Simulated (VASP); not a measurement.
# BaTe (P-6m2) in VASP: notebook

Runs on BaTe. Level: PBE. Tasks: single point, relaxation of cell and atoms.

Program: VASP 6.6.1. These are calculated values, not measurements. Logs are shortened: lines on timing, memory, paths and dates and some standing lists are left out, and cuts for length are marked.

**1. The cell of the first run**

It takes space group P-6m2 (No. 187, hexagonal). Conventional cell: a = 4.836 Å, b = 4.836 Å, c = 4.708 Å, α = 90.00°, β = 90.00°, γ = 120.00°. Ba (site symmetry -6m2) has 6 Te at 3.65 Å and 8 Ba at 4.71 to 4.84 Å within 4.9 Å. Te (site symmetry -6m2) has 6 Ba at 3.65 Å and 8 Te at 4.71 to 4.84 Å within 4.9 Å.

The cell was built from a structure type or drawn by symmetry, and may not be a known phase.

**2. Single point, PBE**

Input file INCAR:

```
SYSTEM = BaTe
PREC = Accurate
ENCUT = 520
EDIFF = 1E-6
ISMEAR = 0
SIGMA = 0.1
LREAL = .FALSE.
LASPH = .TRUE.
NELM = 100
ALGO = Normal
ISIF = 2
LWAVE = .FALSE.
LCHARG = .FALSE.
GGA = PE
NBANDS = 15
```

Input file KPOINTS:

```
Automatic mesh
0
G
  6 6 4
  0 0 0
```

Input file POSCAR:

```
BaTe
1.0
    4.8359785300      0.0000000000      0.0000000000
   -2.4179892600      4.1880802600      0.0000000000
    0.0000000000      0.0000000000      4.7081515300
Ba Te
1 1
Direct
    0.3333333300      0.6666666700      0.5000000000
    0.6666666700      0.3333333300      0.0000000000
```

Potentials or basis: VASP PAW PBE potentials, release 64 (Ba_sv, Te).

Run with:

```sh
$ cat potpaw_PBE.64/Ba_sv/POTCAR potpaw_PBE.64/Te/POTCAR > POTCAR
$ mpirun -np 1 vasp_std > vasp.out
```

OUTCAR:

```text
SYSTEM = BaTe
   PREC = Accurate
   ENCUT = 520
   EDIFF = 1E-6
   ISMEAR = 0
   LREAL = .FALSE.
   LASPH = .TRUE.
   NELM = 100
   ISIF = 2
   GGA = PE

 ion  position               nearest neighbor table
   1  0.333  0.667  0.500-   2 3.65   2 3.65   2 3.65   2 3.65   2 3.65   2 3.65
   2  0.667  0.333  0.000-   1 3.65   1 3.65   1 3.65   1 3.65   1 3.65   1 3.65

  LATTYP: Found a hexagonal cell.
 ALAT       =     4.8359785300
 C/A-ratio  =     0.9735675005

  Lattice vectors:

 A1 = (   4.8359785300,   0.0000000000,   0.0000000000)
 A2 = (  -2.4179892600,   4.1880802600,   0.0000000000)
 A3 = (   0.0000000000,   0.0000000000,   4.7081515300)

Analysis of symmetry for initial positions (statically):
=====================================================================
 Subroutine PRICEL returns:
 Original cell was already a primitive cell.

 Routine SETGRP: Setting up the symmetry group for a
 hexagonal supercell.

 Subroutine GETGRP returns: Found 12 space group operations
 (whereof 12 operations were pure point group operations)
 out of a pool of 24 trial point group operations.

The static configuration has the point symmetry D_3h.

Analysis of symmetry for dynamics (positions and initial velocities):
=====================================================================
 Subroutine PRICEL returns:
 Original cell was already a primitive cell.

 Routine SETGRP: Setting up the symmetry group for a
 hexagonal supercell.

 Subroutine GETGRP returns: Found 12 space group operations
 (whereof 12 operations were pure point group operations)
 out of a pool of 24 trial point group operations.

The dynamic configuration has the point symmetry D_3h.

 Subroutine INISYM returns: Found 12 space group operations
 (whereof 12 operations are pure point group operations),
 and found     1 'primitive' translations

----------------------------------------------------------------------------------------

                                     Primitive cell

  volume of cell :      95.3564

  direct lattice vectors                    reciprocal lattice vectors
     4.835978530  0.000000000  0.000000000     0.206783383  0.119386442  0.000000000
    -2.417989260  4.188080260  0.000000000     0.000000000  0.238772883  0.000000000
     0.000000000  0.000000000  4.708151530     0.000000000  0.000000000  0.212397582

  length of vectors
     4.835978530  4.835978528  4.708151530     0.238772883  0.238772883  0.212397582

  position of ions in fractional coordinates (direct lattice)
     0.333333330  0.666666670  0.500000000
     0.666666670  0.333333330  0.000000000

  ion indices of the primitive-cell ions
   primitive index   ion index
                 1           1
                 2           2

----------------------------------------------------------------------------------------

 KPOINTS: Automatic mesh

Automatic generation of k-mesh.
 Grid dimensions read from file:
 generate k-points for:    6    6    4

 Generating k-lattice:

  Cartesian coordinates                     Fractional coordinates (reciprocal lattice)
     0.034463897  0.019897740  0.000000000     0.166666667  0.000000000  0.000000000
     0.000000000  0.039795481  0.000000000     0.000000000  0.166666667  0.000000000
     0.000000000  0.000000000  0.053099395     0.000000000  0.000000000  0.250000000

  Length of vectors
     0.039795481  0.039795481  0.053099395

  Shift w.r.t. Gamma in fractional coordinates (k-lattice)
     0.000000000  0.000000000  0.000000000

 Subroutine IBZKPT returns following result:
 ===========================================

 Found     21 irreducible k-points:

 Following reciprocal coordinates:
            Coordinates               Weight
  0.000000  0.000000  0.000000      1.000000
  0.166667  0.000000  0.000000      6.000000
  0.333333  0.000000  0.000000      6.000000
  0.500000  0.000000  0.000000      3.000000
  0.166667  0.166667  0.000000      6.000000
  0.333333  0.166667  0.000000     12.000000
[... 13 lines left out ...]
  0.333333  0.166667  0.500000     12.000000
  0.333333  0.333333  0.500000      2.000000
   k-points           NKPTS =     21   k-points in BZ     NKDIM =     21   number of bands    NBANDS=     15
   number of dos      NEDOS =    301   number of ions     NIONS =      2
   total plane-waves  NPLWV =  46656
   dimension x,y,z NGX =    36 NGY =   36 NGZ =   36
   dimension x,y,z NGXF=    72 NGYF=   72 NGZF=   72
   ions per type =               1   1
   NGX,Y,Z   is equivalent  to a cutoff of  12.38, 12.38, 12.71 a.u.
   NGXF,Y,Z  is equivalent  to a cutoff of  24.75, 24.75, 25.42 a.u.
 SYSTEM =  BaTe
   PREC   = accura    normal or accurate (medium, high low for compatibility)
   ISTART =      0    job   : 0-new  1-cont  2-samecut
   ICHARG =      2    charge: 1-file 2-atom 10-const
   ISPIN  =      1    spin polarized calculation?
   LNONCOLLINEAR =      F non collinear calculations
   LSORBIT =      F    spin-orbit coupling
   LASPH  =      T    aspherical Exc in radial PAW
   ENCUT  =  520.0 eV  38.22 Ry    6.18 a.u.   8.99  8.99  8.75*2*pi/ulx,y,z
   NELM   =    100;   NELMIN=  2; NELMDL= -5     # of ELM steps
   EDIFF  = 0.1E-05   stopping-criterion for ELM
   LREAL  =      F    real-space projection
   EDIFFG = 0.1E-04   stopping-criterion for IOM
   NSW    =      0    number of steps for IOM
   IBRION =     -1    ionic relax: 0-MD 1-quasi-New 2-CG
   NFREE  =      0    steps in history (QN), initial steepest desc. (CG)
   ISIF   =      2    stress and relaxation
   ISYM   =      2    0-nonsym 1-usesym 2-fastsym
   POTIM  = 0.5000    time-step for ionic-motion
   TEBEG  =    0.0;   TEEND  =   0.0 temperature during run
   PSTRESS=    0.0 pullay stress
   NELECT =      16.0000    total number of electrons
   NUPDOWN=      -1.0000    fix difference up-down
   EMIN   =  10.00;   EMAX   =-10.00  energy-range for DOS
   EFERMI =   0.00;   METHOD = LEGACY
   ISMEAR =     0;   SIGMA  =   0.10  broadening in eV -4-tet -1-fermi 0-gaus
   EFERMI_NEDOS =   21; number of points for ismear=-14 and -15
   IALGO  =     38    algorithm
   IMIX   =      4    mixing-type and parameters
     AMIX     =   0.40;   BMIX     =  1.00
     AMIX_MAG =   1.60;   BMIX_MAG =  1.00
  volume/ion in A,a.u.               =      47.68       321.75
  Fermi-wavevector in a.u.,A,eV,Ry     =   0.902952  1.706333 11.093145  0.815323
  Thomas-Fermi vector in A             =   2.026219
   LORBIT       =      0    0 simple, 1 ext, 2 COOP (PROOUT), +10 PAW based schemes
   GGA     = PE    functional components
   LHFCALC =     F    Hartree Fock is set to
   AEXX    =    0.0000 exact exchange contribution
   IVDW    =     0    specifies the selected vdW correction
   LEPSILON=     F    determine dielectric tensor
   LRPA    =     F    only Hartree local field effects (RPA)
 non-spin polarized calculation
 Gauss-broadening in eV      SIGMA  =   0.10
  energy-cutoff  :      520.00
  volume of cell :       95.36
 maximum number of plane-waves:      2598
 NGX is ok and might be reduce to    36
   NGX = 17   NGY = 17   NGZ = 17

 number of electron      16.0000000 magnetization

 Free energy of the ion-electron system (eV)
  ---------------------------------------------------
  ext. energy  EPLUGINS =         0.00000000
  ---------------------------------------------------
  free energy    TOTEN  =        -8.31197962 eV

  energy without entropy =       -8.31197962  energy(sigma->0) =       -8.31197962

 E-fermi :   2.2113     XC(G=0):  -7.8093

 val. band max:        1.7084546469   @ k =   0.0000   0.0000   0.0000
 cond. band min:       3.3199647031   @ k =   0.0000   0.0000   0.0000
 fundamental gap:      1.6115100561
 Fermi energy:         2.2112572032

 k-point     1 :       0.0000    0.0000    0.0000
  band No.  band energies     occupation
      1     -25.7668      2.00000
      2     -10.9035      2.00000
      3     -10.9035      2.00000
      4     -10.8133      2.00000
      5      -7.5679      2.00000
      6       1.5295      2.00000
      7       1.5295      2.00000
      8       1.7085      2.00000
      9       3.3200      0.00000
     10       4.3712      0.00000
     11       6.1695      0.00000
     12       6.1695      0.00000
     13       6.4217      0.00000
     14       6.4217      0.00000
     15       8.7433      0.00000

 k-point     2 :       0.1667    0.0000    0.0000
  band No.  band energies     occupation
      1     -25.7643      2.00000
      2     -10.9698      2.00000
      3     -10.9149      2.00000
      4     -10.8050      2.00000
      5      -7.4650      2.00000
      6       0.9597      2.00000
      7       1.5571      2.00000
      8       1.5779      2.00000
      9       3.6003      0.00000
     10       5.0630      0.00000
     11       5.7349      0.00000
     12       6.2503      0.00000
     13       6.2934      0.00000
     14       6.6064      0.00000
     15       8.8218      0.00000

 k-point     3 :       0.3333    0.0000    0.0000
  band No.  band energies     occupation
      1     -25.7592      2.00000
      2     -11.0938      2.00000
      3     -10.9374      2.00000
      4     -10.7885      2.00000
      5      -7.2631      2.00000
      6       0.2255      2.00000
      7       1.3475      2.00000
      8       1.5963      2.00000
      9       3.8268      0.00000
     10       5.3607      0.00000
     11       6.0695      0.00000
     12       6.4330      0.00000
     13       6.6094      0.00000
     14       6.7613      0.00000
     15       9.1946      0.00000
[... 289 lines left out ...]
 k-point    20 :       0.3333    0.1667    0.5000
  band No.  band energies     occupation
      1     -25.7498      2.00000
      2     -11.0412      2.00000
      3     -10.9552      2.00000
      4     -10.9479      2.00000
      5      -7.2216      2.00000
      6       0.3151      2.00000
      7       0.4525      2.00000
      8       1.2225      2.00000
      9       4.3364      0.00000
     10       5.9831      0.00000
     11       6.7721      0.00000
     12       7.2584      0.00000
     13       7.6008      0.00000
     14       7.8173      0.00000
     15       8.8286      0.00000

 k-point    21 :       0.3333    0.3333    0.5000
  band No.  band energies     occupation
      1     -25.7486      2.00000
      2     -11.0216      2.00000
      3     -10.9950      2.00000
      4     -10.9380      2.00000
      5      -7.2388      2.00000
      6       0.2463      2.00000
      7       0.4126      2.00000
      8       1.2568      2.00000
      9       4.7076      0.00000
     10       6.2496      0.00000
     11       6.2555      0.00000
     12       7.6500      0.00000
     13       7.6514      0.00000
     14       8.1174      0.00000
     15       8.2749      0.00000

------------------------ aborting loop because EDIFF is reached ----------------------------------------

  FORCE on cell =-STRESS in cart. coord.  units (eV):
  Direction    XX          YY          ZZ          XY          YZ          ZX
  --------------------------------------------------------------------------------------
  -------------------------------------------------------------------------------------
  Total       -0.4263337     -0.4263337     -2.3800062     -0.0000000      0.0000000      0.0000000
  in kB       -7.1632555     -7.1632555    -39.9888474     -0.0000000      0.0000000      0.0000000
  external PRESSURE =     -18.1051195 kB  Pullay stress =       0.0000000 kB

 VOLUME and BASIS-vectors are now :
 -----------------------------------------------------------------------------
  energy-cutoff  :      520.00
  volume of cell :       95.36
      direct lattice vectors                 reciprocal lattice vectors
     4.835978530  0.000000000  0.000000000     0.206783383  0.119386442  0.000000000
    -2.417989260  4.188080260  0.000000000     0.000000000  0.238772883  0.000000000
     0.000000000  0.000000000  4.708151530     0.000000000  0.000000000  0.212397582

 POSITION                                       TOTAL-FORCE (eV/Angst)
 -----------------------------------------------------------------------------------
     -0.00000      2.79205      2.35408         0.000000      0.000000      0.000000
      2.41799      1.39603      0.00000        -0.000000     -0.000000      0.000000
 -----------------------------------------------------------------------------------
    total drift:                                0.000007     -0.000004      0.000000

  FREE ENERGIE OF THE ION-ELECTRON SYSTEM (eV)
  ---------------------------------------------------
  free  energy   TOTEN  =        -8.3119796193 eV

  energy  without entropy=       -8.3119796193  energy(sigma->0) =       -8.31197962
```

Run time: 36 s. Hardware: 1 thread of Intel Xeon 8259CL, shared host; peak memory 0.22 GiB.

What came out:

```yaml
Free_energy: -8.3120 eV
Pressure: -1.8 GPa
Band_gap_on_the_k_mesh: 1.61 eV
```

Caveat: spin-orbit coupling is left out, which moves the levels of the heavy elements. A k mesh can miss the band edges.

**3. Single point, PBE**

This run uses another cell than the first one, of 44.16 Å³/atom.

Input file INCAR:

```
SYSTEM = BaTe
PREC = Accurate
ENCUT = 520
EDIFF = 1E-6
ISMEAR = 0
SIGMA = 0.02
LREAL = .FALSE.
LASPH = .TRUE.
NELM = 80
ALGO = Normal
ISIF = 2
LWAVE = .FALSE.
LCHARG = .TRUE.
GGA = PE
LELF = .TRUE.
LVHAR = .TRUE.
NBANDS = 15
```

Input file KPOINTS:

```
Automatic mesh
0
G
  6 6 6
  0 0 0
```

Input file POSCAR:

```
BaTe
1.0
    4.8087295386     -0.0000000029      0.0000000000
   -2.4043647668      4.1644819418      0.0000000000
    0.0000000000      0.0000000000      4.4107795744
Ba Te
1 1
Direct
    0.3333333333      0.6666666667      0.5000000000
    0.6666666667      0.3333333333      0.0000000000
```

Potentials or basis: VASP PAW PBE potentials, release 64 (Ba_sv, Te).

Run with:

```sh
$ cat potpaw_PBE.64/Ba_sv/POTCAR potpaw_PBE.64/Te/POTCAR > POTCAR
$ mpirun -np 1 vasp_std > vasp.out
```

Wall time 36 s (1 thread of Intel Xeon 8259CL, shared host); peak memory 0.22 GiB.

The run converged. Its results:

| Property | Result |
| --- | --- |
| Free energy | -8.3910 eV |
| Pressure | 0.3 GPa |
| Band gap on the k mesh | 1.47 eV |

Levels at points of the mesh, in eV from the valence-band top:
```tsv
k point	band 5	band 6	band 7	band 8	band 9	band 10	band 11	band 12
(0.00, 0.00, 0.00)	-9.74	-0.72	-0.72	0.00	1.47	2.40	4.53	4.53
(0.50, 0.00, 0.00)	-9.22	-2.24	-0.55	-0.52	1.62	4.28	4.50	4.82
(0.00, 0.00, 0.50)	-9.02	-2.62	-0.50	-0.50	2.93	2.93	3.78	3.78
(0.50, 0.00, 0.50)	-9.31	-1.87	-1.47	-1.15	2.52	4.02	5.10	5.71
```

Caveat: spin-orbit coupling is left out, which moves the levels of the heavy elements. A k mesh can miss the band edges.

**4. Single point, PBE**

This run uses another cell than the first one, of 44.16 Å³/atom.

Input file INCAR:

```
  PREC = Accurate
  ENCUT = 520
  EDIFF = 1E-7
  ISMEAR = 0
  SIGMA = 0.02
  LREAL = F
  LASPH = T
  NELM = 100
  ALGO = Normal
  ISIF = 2
  LWAVE = F
  LCHARG = F
  GGA = PE
  NBANDS = 15
```

Input file KPOINTS:

```
regular mesh
0
Gamma
  6 6 6
```

POSCAR is that of step 3.

Potentials or basis: VASP PAW PBE potentials, release 64 (Ba_sv, Te).

Run with:

```sh
$ cat potpaw_PBE.64/Ba_sv/POTCAR potpaw_PBE.64/Te/POTCAR > POTCAR
$ mpirun -np 1 vasp_std > vasp.out
```

OUTCAR:

```text
PREC = Accurate
   ENCUT = 520
   EDIFF = 1E-7
   ISMEAR = 0
   LREAL = F
   LASPH = T
   NELM = 100
   ISIF = 2
   GGA = PE

 ion  position               nearest neighbor table
   1  0.333  0.667  0.500-   2 3.55   2 3.55   2 3.55   2 3.55   2 3.55   2 3.55
   2  0.667  0.333  0.000-   1 3.55   1 3.55   1 3.55   1 3.55   1 3.55   1 3.55

  LATTYP: Found a hexagonal cell.
 ALAT       =     4.8087295386
 C/A-ratio  =     0.9172442615

  Lattice vectors:

 A1 = (   4.8087295386,  -0.0000000029,   0.0000000000)
 A2 = (  -2.4043647668,   4.1644819418,   0.0000000000)
 A3 = (   0.0000000000,   0.0000000000,   4.4107795744)

Analysis of symmetry for initial positions (statically):
=====================================================================
 Subroutine PRICEL returns:
 Original cell was already a primitive cell.

 Routine SETGRP: Setting up the symmetry group for a
 hexagonal supercell.

 Subroutine GETGRP returns: Found 12 space group operations
 (whereof 12 operations were pure point group operations)
[... 176 lines left out ...]
      3     -10.2309      2.00000
      4     -10.1330      2.00000
      5      -7.3153      2.00000
      6       1.7051      2.00000
      7       1.7051      2.00000
      8       2.4273      2.00000
      9       3.8968      0.00000
     10       4.8234      0.00000
     11       6.9524      0.00000
     12       6.9524      0.00000
     13       7.1459      0.00000
     14       7.1459      0.00000
[... 401 lines left out ...]
      2     -10.4738      2.00000
      3     -10.3483      2.00000
      4     -10.2259      2.00000
      5      -6.8113      2.00000
      6       0.3959      2.00000
      7       1.1780      2.00000
      8       1.4132      2.00000
      9       4.7279      0.00000
     10       6.1803      0.00000
     11       6.6396      0.00000
     12       7.8704      0.00000
     13       8.3114      0.00000
     14       9.4752      0.00000
     15       9.6241      0.00000

 [... further k-points ...]

------------------------ aborting loop because EDIFF is reached ----------------------------------------

  FORCE on cell =-STRESS in cart. coord.  units (eV):
  Direction    XX          YY          ZZ          XY          YZ          ZX
  --------------------------------------------------------------------------------------
  -------------------------------------------------------------------------------------
  Total        0.1613047      0.1613047      0.1994317     -0.0000000      0.0000000      0.0000000
  in kB        2.9258415      2.9258415      3.6174132     -0.0000000      0.0000000      0.0000000
  external PRESSURE =       3.1563654 kB  Pullay stress =       0.0000000 kB

 VOLUME and BASIS-vectors are now :
 -----------------------------------------------------------------------------
  energy-cutoff  :      520.00
  volume of cell :       88.33
      direct lattice vectors                 reciprocal lattice vectors
     4.808729539 -0.000000003  0.000000000     0.207955135  0.120062953  0.000000000
    -2.404364767  4.164481942  0.000000000     0.000000000  0.240125906  0.000000000
     0.000000000  0.000000000  4.410779574     0.000000000  0.000000000  0.226717292

 POSITION                                       TOTAL-FORCE (eV/Angst)
 -----------------------------------------------------------------------------------
      0.00000      2.77632      2.20539         0.000000     -0.000000      0.000000
      2.40436      1.38816      0.00000        -0.000000      0.000000      0.000000
 -----------------------------------------------------------------------------------
    total drift:                                0.000000     -0.000000     -0.000000

  FREE ENERGIE OF THE ION-ELECTRON SYSTEM (eV)
  ---------------------------------------------------
  free  energy   TOTEN  =        -8.3910213859 eV

  energy  without entropy=       -8.3910213859  energy(sigma->0) =       -8.39102139
```

stdout:

```text
POSCAR found type information on POSCAR BaTe
 POSCAR found :  2 types and       2 ions
 scaLAPACK will be used
 LDA part: xc-table for (Slater+PW92), standard interpolation
 POSCAR, INCAR and KPOINTS ok, starting setup
 FFT: planning ... GRIDC
 FFT: planning ... GRID_SOFT
 FFT: planning ... GRID
 WAVECAR not read
 entering main loop
```

Wall time 43 s (1 thread of Intel Xeon 8259CL, shared host); peak memory 0.22 GiB.

Results:

```yaml
Free_energy: -8.3910 eV
Pressure: 0.3 GPa
Band_gap_on_the_k_mesh: 1.47 eV
```

Caveat: spin-orbit coupling is left out, which moves the levels of the heavy elements. A k mesh can miss the band edges.

(Part 1 of 2 ends here.)
